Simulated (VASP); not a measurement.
# Si in VASP: a series of runs, part 2 of 2

VASP 6.6.1.

## 3. Single point, PBE, collinear spin

Contents of INCAR:

```
SYSTEM = Si
PREC     = Accurate       ! precision mode
ENCUT    = 520            ! plane-wave cutoff, eV
EDIFF    = 1E-6           ! SCF threshold, eV
ISMEAR   = 0              ! smearing method
SIGMA    = 0.05           ! smearing width, eV
LREAL    = .False.        ! projectors in reciprocal space
LASPH    = .True.         ! aspherical terms in the spheres
NELM     = 150            ! most SCF steps
ALGO     = Normal         ! electronic algorithm
ISIF     = 2              ! what is computed and relaxed
LWAVE    = .False.        ! write WAVECAR
LCHARG   = .False.        ! write CHGCAR
ISPIN    = 2              ! spin polarisation
MAGMOM   = 0 0 0 0 0 0 0 0 2 ! initial moments
LORBIT   = 11             ! projections on sites
LDIPOL   = .True.       
IDIPOL   = 3            
DIPOL    = 0.5 0.5 0.332
GGA      = PE             ! functional
NBANDS   = 32             ! bands
```

Contents of KPOINTS:

```
regular mesh
0
Gamma
  7 4 1
  0 0 0
```

Contents of POSCAR:

```
Si
1.0
    3.8510822285      0.0000000000      0.0000000000
    0.0000000000      6.3646810443      0.0000000000
    0.0000000000      0.0000000000     19.7525435318
Si
9
Direct
    0.0000000000      0.9370679282      0.2025055656
    0.0000000000      0.5629320718      0.2025055656
    0.5000000000      0.4370679282      0.2587875163
    0.5000000000      0.0629320718      0.2587875163
    0.5000000000      0.9333044702      0.3720589482
    0.5000000000      0.5666955298      0.3720589482
    0.0000000000      0.4259907587      0.4177964989
    0.0000000000      0.0740092413      0.4177964989
    0.5000000000      1.2593240921      0.4877690793
```

Potentials or basis: VASP PAW PBE potentials, release 64 (Si).

On the command line:

```
$ cat potpaw_PBE.64/Si/POTCAR > POTCAR
$ mpirun -np 1 vasp_std > vasp.out
```

OUTCAR:

```text
SYSTEM = Si
   PREC = Accurate
   ENCUT = 520
   EDIFF = 1E-6
   ISMEAR = 0
   LREAL = .False.
   LASPH = .True.
   NELM = 150
   ISIF = 2
   ISPIN = 2
   LORBIT = 11
   GGA = PE

 ion  position               nearest neighbor table
   1  0.000  0.937  0.203-   4 2.36   4 2.36   2 2.38
   2  0.000  0.563  0.203-   3 2.36   3 2.36   1 2.38
   3  0.500  0.437  0.259-   2 2.36   2 2.36   4 2.38   6 2.38
   4  0.500  0.063  0.259-   1 2.36   1 2.36   3 2.38   5 2.38
   5  0.500  0.933  0.372-   8 2.31   8 2.31   6 2.33   4 2.38   9 3.09
   6  0.500  0.567  0.372-   7 2.31   7 2.31   5 2.33   3 2.38   9 3.01
   7  0.000  0.426  0.418-   8 2.24   6 2.31   6 2.31   9 2.60   9 2.60
   8  0.000  0.074  0.418-   7 2.24   5 2.31   5 2.31   9 2.65   9 2.65
   9  0.500  0.259  0.488-   7 2.60   7 2.60   8 2.65   8 2.65   6 3.01   5 3.09

  LATTYP: Found a simple orthorhombic cell.
 ALAT       =     3.8510822285
 B/A-ratio  =     1.6526993366
 C/A-ratio  =     5.1290890092

  Lattice vectors:

 A1 = (   3.8510822285,   0.0000000000,   0.0000000000)
 A2 = (   0.0000000000,   6.3646810443,   0.0000000000)
 A3 = (   0.0000000000,   0.0000000000,  19.7525435318)

Analysis of symmetry for initial positions (statically):
=====================================================================
 Subroutine PRICEL returns:
 Original cell was already a primitive cell.

 Routine SETGRP: Setting up the symmetry group for a
 simple orthorhombic supercell.

 Subroutine GETGRP returns: Found  2 space group operations
 (whereof  2 operations were pure point group operations)
 out of a pool of  8 trial point group operations.

The static configuration has the point symmetry C_1h.

Analysis of symmetry for dynamics (positions and initial velocities):
=====================================================================
 Subroutine PRICEL returns:
 Original cell was already a primitive cell.

 Routine SETGRP: Setting up the symmetry group for a
 simple orthorhombic supercell.

 Subroutine GETGRP returns: Found  2 space group operations
 (whereof  2 operations were pure point group operations)
 out of a pool of  8 trial point group operations.

The dynamic configuration has the point symmetry C_1h.

Analysis of structural, dynamic, and magnetic symmetry:
=====================================================================
 Subroutine PRICEL returns:
 Original cell was already a primitive cell.

 Routine SETGRP: Setting up the symmetry group for a
 simple orthorhombic supercell.

 Subroutine GETGRP returns: Found  2 space group operations
 (whereof  2 operations were pure point group operations)
 out of a pool of  8 trial point group operations.

The overall configuration has the point symmetry C_1h.

 Subroutine INISYM returns: Found  2 space group operations
 (whereof  2 operations are pure point group operations),
 and found     1 'primitive' translations

----------------------------------------------------------------------------------------

                                     Primitive cell

  volume of cell :     484.1528

  direct lattice vectors                    reciprocal lattice vectors
[... 110 lines left out ...]
  Fermi-wavevector in a.u.,A,eV,Ry     =   0.688412  1.300909  6.447944  0.473911
  Thomas-Fermi vector in A             =   1.769204
   LORBIT       =     11    0 simple, 1 ext, 2 COOP (PROOUT), +10 PAW based schemes
   GGA     = PE    functional components
   LHFCALC =     F    Hartree Fock is set to
   AEXX    =    0.0000 exact exchange contribution
   IVDW    =     0    specifies the selected vdW correction
   LEPSILON=     F    determine dielectric tensor
   LRPA    =     F    only Hartree local field effects (RPA)
 spin polarized calculation
 Gauss-broadening in eV      SIGMA  =   0.05
  energy-cutoff  :      520.00
  volume of cell :      484.15
 maximum number of plane-waves:     13082
 NGX is ok and might be reduce to    30
   NGX = 15   NGY = 23   NGZ = 73

 dipolmoment           0.000000      0.000000      0.039354 electrons x Angstroem

 number of electron      36.0000000 magnetization       0.0006856

 dipolmoment           0.000000      0.000000     -0.049676 electrons x Angstroem

 Free energy of the ion-electron system (eV)
  ---------------------------------------------------
  ext. energy  EPLUGINS =         0.00000000
  ---------------------------------------------------
  free energy    TOTEN  =       -43.40095134 eV

  energy without entropy =      -43.39550372  energy(sigma->0) =      -43.39822753

 E-fermi :  -0.7721     XC(G=0):  -4.2709

 val. band max:       -0.7950928715   @ k =   0.1429   0.0000   0.0000
 cond. band min:      -0.7656905607   @ k =   0.1429   0.5000   0.0000
 fundamental gap:      0.0294023108
 Fermi energy:        -0.7720846106

 spin component 1

 k-point     1 :       0.0000    0.0000    0.0000
  band No.  band energies     occupation
      1     -13.0120      1.00000
      2     -11.3626      1.00000
      3     -10.2316      1.00000
      4      -9.4123      1.00000
      5      -8.7505      1.00000
      6      -7.5062      1.00000
[... 385 lines left out ...]
     29       3.6946      0.00000
     30       4.1071      0.00000
 Fermi energy:        -0.7720846106

 spin component 2

 k-point     1 :       0.0000    0.0000    0.0000
  band No.  band energies     occupation
      1     -13.0119      1.00000
      2     -11.3625      1.00000
      3     -10.2315      1.00000
      4      -9.4123      1.00000
      5      -8.7504      1.00000
      6      -7.5062      1.00000
[... 385 lines left out ...]
     29       3.6945      0.00000
     30       4.1070      0.00000
 [bands above 30 left out]

------------------------ aborting loop because EDIFF is reached ----------------------------------------

 vacuum level on the upper side and lower side of the slab       (xc-potential included)        -0.247         0.178

  FORCE on cell =-STRESS in cart. coord.  units (eV):
  Direction    XX          YY          ZZ          XY          YZ          ZX
  --------------------------------------------------------------------------------------
  -------------------------------------------------------------------------------------
  Total       -0.2406564      2.3083540      0.3307664      0.0000000     -0.0580244      0.0000000
  in kB       -0.7963894      7.6388948      1.0945850      0.0000000     -0.1920164      0.0000000
  external PRESSURE =       2.6456968 kB  Pullay stress =       0.0000000 kB

 VOLUME and BASIS-vectors are now :
 -----------------------------------------------------------------------------
  energy-cutoff  :      520.00
  volume of cell :      484.15
      direct lattice vectors                 reciprocal lattice vectors
     3.851082229  0.000000000  0.000000000     0.259667268  0.000000000  0.000000000
     0.000000000  6.364681044  0.000000000     0.000000000  0.157117064  0.000000000
     0.000000000  0.000000000 19.752543532     0.000000000  0.000000000  0.050626391

 POSITION                                       TOTAL-FORCE (eV/Angst)
 -----------------------------------------------------------------------------------
      0.00000      5.96414      4.00000         0.000000     -0.404694      0.596593
      0.00000      3.58288      4.00000         0.000000      0.390070      0.557710
      1.92554      2.78180      5.11171         0.000000      0.008891     -0.641015
      1.92554      0.40054      5.11171         0.000000     -0.018212     -0.657110
      1.92554      5.94019      7.34911         0.000000     -0.107085     -0.624873
      1.92554      3.60684      7.34911         0.000000      0.176306     -0.694273
      0.00000      2.71130      8.25254         0.000000      0.716045      0.706266
      0.00000      0.47105      8.25254         0.000000     -0.698446      0.764901
      1.92554      1.65052      9.63468         0.000000     -0.062876     -0.008199
 -----------------------------------------------------------------------------------
    total drift:                               -0.000000      0.000018      0.000112

  FREE ENERGIE OF THE ION-ELECTRON SYSTEM (eV)
  ---------------------------------------------------
  free  energy   TOTEN  =       -43.4009513357 eV

  energy  without entropy=      -43.3955037228  energy(sigma->0) =      -43.39822753

 vacuum level on the upper side and lower side of the slab         3.536         3.936

 total charge

# of ion       s       p       d       tot
------------------------------------------
    1        0.798   0.831   0.000   1.629
    2        0.797   0.832   0.000   1.630
    3        0.765   0.890   0.000   1.654
    4        0.765   0.889   0.000   1.655
    5        0.778   0.900   0.000   1.678
    6        0.778   0.899   0.000   1.678
    7        0.769   0.934   0.000   1.703
    8        0.771   0.929   0.000   1.699
    9        0.913   0.613   0.000   1.527
--------------------------------------------------
tot          7.134   7.718   0.000  14.852

 magnetization (x)

# of ion       s       p       d       tot
------------------------------------------
    1       -0.000  -0.001   0.000  -0.002
    2        0.000   0.001   0.000   0.002
    3       -0.000  -0.000   0.000  -0.000
    4        0.000   0.000   0.000   0.000
    5       -0.000  -0.000   0.000  -0.000
    6        0.000   0.000   0.000   0.000
    7       -0.000  -0.000   0.000  -0.000
    8        0.000  -0.000   0.000   0.000
    9        0.000   0.000   0.000   0.000
--------------------------------------------------
tot          0.000   0.000   0.000   0.000
```

Run time: 13 min. Hardware: 1 thread of Intel Xeon Platinum 8259CL at 2.50GHz (Skylake/Cascade Lake), shared host; peak memory 0.78 GiB.

What came out:

```
Free energy                                           : -43.4010 eV
Largest force                                         : 1.036 eV/Å
Band gap on the k mesh                                : zero (filled and empty bands overlap)
Net moment                                            : 0.00 μB per cell
Valence electrons inside the program's atomic spheres : Si 1.63, 1.65, 1.66, 1.68, 1.70, 1.53 (each value once)
```

Forces on the atoms (eV/Å):
```
Si   0.000 -0.405  0.597
Si   0.000  0.390  0.558
Si   0.000  0.009 -0.641
Si   0.000 -0.018 -0.657
Si   0.000 -0.107 -0.625
Si   0.000  0.176 -0.694
Si   0.000  0.716  0.706
Si   0.000 -0.698  0.765
Si   0.000 -0.063 -0.008
```
